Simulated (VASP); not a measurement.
# Mg (P6_3/mmc) in VASP: notebook

Runs on Mg. Level: r2SCAN. Tasks: single point.

Program: VASP 6.6.1. These are calculated values, not measurements. Logs are shortened: lines on timing, memory, paths and dates and some standing lists are left out, and cuts for length are marked.

## (1) The cell of the first run

Symmetry: P6_3/mmc, No. 194, hexagonal system. The conventional cell has a = 3.209 Å, b = 3.209 Å, c = 5.210 Å, α = 90.00°, β = 90.00°, γ = 120.00°. Within 4.2 Å of Mg (site symmetry -6m2) lie 12 Mg at 3.20 to 3.21 Å.

## (2) Single point, r2SCAN

POSCAR reads:

```
Mg
1.0
    3.2093000000      0.0000000000      0.0000000000
   -1.6046500000      2.7793353300      0.0000000000
    0.0000000000      0.0000000000      5.2103000000
Mg
2
Direct
    0.3333333300      0.6666666700      0.2500000000
    0.6666666700      0.3333333300      0.7500000000
```

INCAR.step1 reads:

```
SYSTEM = Mg
PREC = Accurate
ENCUT = 520
ISMEAR = 0
SIGMA = 0.1
LREAL = .FALSE.
LASPH = .TRUE.
NELM = 60
NBANDS = 9
GGA = PE
ALGO = Normal
EDIFF = 1E-4
LWAVE = .TRUE.
LCHARG = .FALSE.
```

INCAR.step2 reads:

```
SYSTEM = Mg
PREC = Accurate
ENCUT = 520
EDIFF = 1E-6
ISMEAR = 0
SIGMA = 0.1
LREAL = .FALSE.
LASPH = .TRUE.
NELM = 60
ALGO = Normal
ISIF = 2
LWAVE = .FALSE.
LCHARG = .TRUE.
METAGGA = R2SCAN
LMIXTAU = .TRUE.
LELF = .TRUE.
LVHAR = .TRUE.
NBANDS = 9
ISTART = 1
```

KPOINTS reads:

```
regular mesh
0
G
  6 6 4
  0 0 0
```

Potentials or basis: VASP PAW PBE potentials, release 64 (Mg).

On the command line:

```
$ cat potpaw_PBE.64/Mg/POTCAR > POTCAR
$ cp INCAR.step1 INCAR
$ mpirun -np 1 vasp_std > vasp.out
$ cp INCAR.step2 INCAR
$ mpirun -np 1 vasp_std > vasp.out
```

OUTCAR:

```text
SYSTEM = Mg
   PREC = Accurate
   ENCUT = 520
   EDIFF = 1E-6
   ISMEAR = 0
   LREAL = .FALSE.
   LASPH = .TRUE.
   NELM = 60
   ISIF = 2
   METAGGA = R2SCAN
   ISTART = 1

 ion  position               nearest neighbor table
   1  0.333  0.667  0.250-   2 3.20   2 3.20   2 3.20   2 3.20   2 3.20   2 3.20
   2  0.667  0.333  0.750-   1 3.20   1 3.20   1 3.20   1 3.20   1 3.20   1 3.20

  LATTYP: Found a hexagonal cell.
 ALAT       =     3.2093000000
 C/A-ratio  =     1.6235004518

  Lattice vectors:

 A1 = (   3.2093000000,   0.0000000000,   0.0000000000)
 A2 = (  -1.6046500000,   2.7793353300,   0.0000000000)
 A3 = (   0.0000000000,   0.0000000000,   5.2103000000)

Analysis of symmetry for initial positions (statically):
=====================================================================
 Subroutine PRICEL returns:
 Original cell was already a primitive cell.

 Routine SETGRP: Setting up the symmetry group for a
 hexagonal supercell.

 Subroutine GETGRP returns: Found 24 space group operations
 (whereof 12 operations were pure point group operations)
 out of a pool of 24 trial point group operations.

The static configuration has the point symmetry D_3d.
 The point group associated with its full space group is D_6h.

Analysis of symmetry for dynamics (positions and initial velocities):
=====================================================================
 Subroutine PRICEL returns:
 Original cell was already a primitive cell.

 Routine SETGRP: Setting up the symmetry group for a
 hexagonal supercell.

 Subroutine GETGRP returns: Found 24 space group operations
 (whereof 12 operations were pure point group operations)
 out of a pool of 24 trial point group operations.

The dynamic configuration has the point symmetry D_3d.
 The point group associated with its full space group is D_6h.

 Subroutine INISYM returns: Found 24 space group operations
 (whereof 12 operations are pure point group operations),
 and found     1 'primitive' translations

----------------------------------------------------------------------------------------

                                     Primitive cell

  volume of cell :      46.4744

  direct lattice vectors                    reciprocal lattice vectors
     3.209300000  0.000000000  0.000000000     0.311594429  0.179899127  0.000000000
    -1.604650000  2.779335330  0.000000000     0.000000000  0.359798254  0.000000000
     0.000000000  0.000000000  5.210300000     0.000000000  0.000000000  0.191927528

  length of vectors
     3.209300000  3.209300001  5.210300000     0.359798255  0.359798254  0.191927528

  position of ions in fractional coordinates (direct lattice)
     0.333333330  0.666666670  0.250000000
     0.666666670  0.333333330  0.750000000

  ion indices of the primitive-cell ions
   primitive index   ion index
                 1           1
                 2           2

----------------------------------------------------------------------------------------

 KPOINTS: regular mesh

Automatic generation of k-mesh.
 Grid dimensions read from file:
 generate k-points for:    6    6    4

 Generating k-lattice:

  Cartesian coordinates                     Fractional coordinates (reciprocal lattice)
     0.051932405  0.029983188  0.000000000     0.166666667 -0.000000000  0.000000000
     0.000000000  0.059966376  0.000000000     0.000000000  0.166666667  0.000000000
     0.000000000  0.000000000  0.047981882     0.000000000  0.000000000  0.250000000

  Length of vectors
     0.059966376  0.059966376  0.047981882

  Shift w.r.t. Gamma in fractional coordinates (k-lattice)
     0.000000000  0.000000000  0.000000000

 Subroutine IBZKPT returns following result:
 ===========================================

 Found     21 irreducible k-points:

 Following reciprocal coordinates:
            Coordinates               Weight
  0.000000  0.000000  0.000000      1.000000
  0.166667  0.000000  0.000000      6.000000
  0.333333  0.000000  0.000000      6.000000
  0.500000 -0.000000  0.000000      3.000000
  0.166667  0.166667  0.000000      6.000000
  0.333333  0.166667  0.000000     12.000000
[... 13 lines left out ...]
  0.333333  0.166667  0.500000     12.000000
  0.333333  0.333333  0.500000      2.000000
   k-points           NKPTS =     21   k-points in BZ     NKDIM =     21   number of bands    NBANDS=      9
   number of dos      NEDOS =    301   number of ions     NIONS =      2
   total plane-waves  NPLWV =  23040
   dimension x,y,z NGX =    24 NGY =   24 NGZ =   40
   dimension x,y,z NGXF=    48 NGYF=   48 NGZF=   80
   ions per type =               2
   NGX,Y,Z   is equivalent  to a cutoff of  12.43, 12.43, 12.76 a.u.
   NGXF,Y,Z  is equivalent  to a cutoff of  24.86, 24.86, 25.53 a.u.
 SYSTEM =  Mg
   PREC   = accura    normal or accurate (medium, high low for compatibility)
   ISTART =      1    job   : 0-new  1-cont  2-samecut
   ICHARG =      0    charge: 1-file 2-atom 10-const
   ISPIN  =      1    spin polarized calculation?
   LNONCOLLINEAR =      F non collinear calculations
   LSORBIT =      F    spin-orbit coupling
   LASPH  =      T    aspherical Exc in radial PAW
   ENCUT  =  520.0 eV  38.22 Ry    6.18 a.u.   5.97  5.97  9.69*2*pi/ulx,y,z
   NELM   =     60;   NELMIN=  2; NELMDL=  0     # of ELM steps
   EDIFF  = 0.1E-05   stopping-criterion for ELM
   LREAL  =      F    real-space projection
   EDIFFG = 0.1E-04   stopping-criterion for IOM
   NSW    =      0    number of steps for IOM
   IBRION =     -1    ionic relax: 0-MD 1-quasi-New 2-CG
   NFREE  =      0    steps in history (QN), initial steepest desc. (CG)
   ISIF   =      2    stress and relaxation
   ISYM   =      2    0-nonsym 1-usesym 2-fastsym
   POTIM  = 0.5000    time-step for ionic-motion
   TEBEG  =    0.0;   TEEND  =   0.0 temperature during run
   PSTRESS=    0.0 pullay stress
   NELECT =       4.0000    total number of electrons
   NUPDOWN=      -1.0000    fix difference up-down
   EMIN   =  10.00;   EMAX   =-10.00  energy-range for DOS
   EFERMI =   0.00;   METHOD = LEGACY
   ISMEAR =     0;   SIGMA  =   0.10  broadening in eV -4-tet -1-fermi 0-gaus
   EFERMI_NEDOS =   21; number of points for ismear=-14 and -15
   IALGO  =     38    algorithm
   IMIX   =      4    mixing-type and parameters
     AMIX     =   0.40;   BMIX     =  1.00
     AMIX_MAG =   1.60;   BMIX_MAG =  1.00
  volume/ion in A,a.u.               =      23.24       156.81
  Fermi-wavevector in a.u.,A,eV,Ry     =   0.722809  1.365911  7.108401  0.522453
  Thomas-Fermi vector in A             =   1.812866
   LORBIT       =      0    0 simple, 1 ext, 2 COOP (PROOUT), +10 PAW based schemes
   METAGGA = R2SCAN    functional components
   LHFCALC =     F    Hartree Fock is set to
   AEXX    =    0.0000 exact exchange contribution
   IVDW    =     0    specifies the selected vdW correction
   LEPSILON=     F    determine dielectric tensor
   LRPA    =     F    only Hartree local field effects (RPA)
 non-spin polarized calculation
 Gauss-broadening in eV      SIGMA  =   0.10
  energy-cutoff  :      520.00
  volume of cell :       46.47
 maximum number of plane-waves:      1272
 NGX is ok and might be reduce to    24
   NGX = 11   NGY = 11   NGZ = 19

 number of electron       4.0000000 magnetization

 Free energy of the ion-electron system (eV)
  ---------------------------------------------------
  ext. energy  EPLUGINS =         0.00000000
  ---------------------------------------------------
  free energy    TOTEN  =        -8.22447778 eV

  energy without entropy =       -8.21822003  energy(sigma->0) =       -8.22134890

 E-fermi :   2.3982     XC(G=0):  -9.0001

 val. band max:        2.3057550001   @ k =   0.1667   0.1667   0.0000
 cond. band min:       2.4279340029   @ k =   0.3333   0.1667   0.0000
 fundamental gap:      0.1221790028
 Fermi energy:         2.3981700168

 k-point     1 :       0.0000    0.0000    0.0000
  band No.  band energies     occupation
      1      -4.7517      2.00000
      2       0.6984      2.00000
      3       1.3880      2.00000
      4      14.2152      0.00000
      5      14.2152      0.00000
      6      14.3474      0.00000
      7      14.3474      0.00000
      8      15.1157      0.00000
      9      16.9344      0.00000

 k-point     2 :       0.1667    0.0000    0.0000
  band No.  band energies     occupation
      1      -4.1749      2.00000
      2       1.2337      2.00000
      3       1.9324      2.00000
      4       9.1267      0.00000
      5      11.8557      0.00000
      6      12.4780      0.00000
      7      14.1057      0.00000
      8      15.2081      0.00000
      9      16.6881      0.00000

 k-point     3 :       0.3333    0.0000    0.0000
  band No.  band energies     occupation
      1      -2.4645      2.00000
      2       2.8422      0.00000
      3       3.1963      0.00000
      4       4.7099      0.00000
      5       9.3150      0.00000
      6       9.5139      0.00000
      7      10.3968      0.00000
      8      12.4551      0.00000
      9      15.0448      0.00000

 k-point     4 :       0.5000   -0.0000    0.0000
  band No.  band energies     occupation
      1       0.2368      2.00000
      2       0.3918      2.00000
      3       5.3822      0.00000
      4       5.6942      0.00000
      5       6.1231      0.00000
      6       6.5769      0.00000
      7       9.9115      0.00000
      8      11.6008      0.00000
      9      14.4883      0.00000
[... 169 lines left out ...]
 k-point    19 :       0.1667    0.1667    0.5000
  band No.  band energies     occupation
      1      -1.5868      2.00000
      2      -1.5868      2.00000
      3       7.7902      0.00000
      4       7.7902      0.00000
      5       8.2986      0.00000
      6       8.2986      0.00000
      7      10.4263      0.00000
      8      10.4263      0.00000
      9      17.6165      0.00000

 k-point    20 :       0.3333    0.1667    0.5000
  band No.  band energies     occupation
      1       0.6069      2.00000
      2       0.6069      2.00000
      3       3.9626      0.00000
      4       3.9626      0.00000
      5       7.2996      0.00000
      6       7.2996      0.00000
      7      12.0175      0.00000
      8      12.0175      0.00000
      9      14.8980      0.00000

 k-point    21 :       0.3333    0.3333    0.5000
  band No.  band energies     occupation
      1       2.7554      0.00000
      2       2.7554      0.00000
      3       3.1987      0.00000
      4       3.1987      0.00000
      5       4.4130      0.00000
      6       4.4130      0.00000
      7      14.2326      0.00000
      8      14.2326      0.00000
      9      14.3713      0.00000

------------------------ aborting loop because EDIFF is reached ----------------------------------------

  FORCE on cell =-STRESS in cart. coord.  units (eV):
  Direction    XX          YY          ZZ          XY          YZ          ZX
  --------------------------------------------------------------------------------------
  -------------------------------------------------------------------------------------
  Total       -0.4318150     -0.4318150     -0.2106587      0.0000000      0.0000000      0.0000000
  in kB      -14.8865577    -14.8865578     -7.2623315      0.0000000      0.0000000      0.0000000
  external PRESSURE =     -12.3451490 kB  Pullay stress =       0.0000000 kB

 VOLUME and BASIS-vectors are now :
 -----------------------------------------------------------------------------
  energy-cutoff  :      520.00
  volume of cell :       46.47
      direct lattice vectors                 reciprocal lattice vectors
     3.209300000  0.000000000  0.000000000     0.311594429  0.179899127  0.000000000
    -1.604650000  2.779335330  0.000000000     0.000000000  0.359798254  0.000000000
     0.000000000  0.000000000  5.210300000     0.000000000  0.000000000  0.191927528

 POSITION                                       TOTAL-FORCE (eV/Angst)
 -----------------------------------------------------------------------------------
     -0.00000      1.85289      1.30258        -0.000000     -0.000000      0.000000
      1.60465      0.92645      3.90773         0.000000      0.000000      0.000000
 -----------------------------------------------------------------------------------
    total drift:                                0.000000     -0.000000      0.000000

  FREE ENERGIE OF THE ION-ELECTRON SYSTEM (eV)
  ---------------------------------------------------
  free  energy   TOTEN  =        -8.2244777757 eV

  energy  without entropy=       -8.2182200274  energy(sigma->0) =       -8.22134890
```

It took 12 s on 1 thread of Intel Xeon 6975P-C (Granite Rapids), shared host; peak memory 0.16 GiB.

Results:

```
Free energy            : -8.2245 eV
Pressure               : -1.2 GPa
Band gap on the k mesh : zero (bands 2 and 3 overlap by 1.45 eV)
```

Levels at points of the mesh, in eV from the Fermi level:
```tsv
k point	band 1	band 2	band 3	band 4	band 5	band 6
(0.00, 0.00, 0.00)	-7.15	-1.70	-1.01	11.82	11.82	11.95
(0.50, 0.00, 0.00)	-2.16	-2.01	2.98	3.30	3.72	4.18
(0.00, 0.00, 0.50)	-5.68	-5.68	5.54	5.54	12.57	12.57
(0.50, 0.00, 0.50)	-1.05	-1.05	-0.20	-0.20	8.68	8.68
```

Caveat: the k points lie up to 0.38 Å⁻¹ apart, too coarse for converged energies and pressures of a metal; the PAW data sets were made with another functional, which shifts forces and pressure a little.

(Continued in part 2 of 2.)

The gap in the log of VASP goes by the Fermi energy; the results here count the filled bands.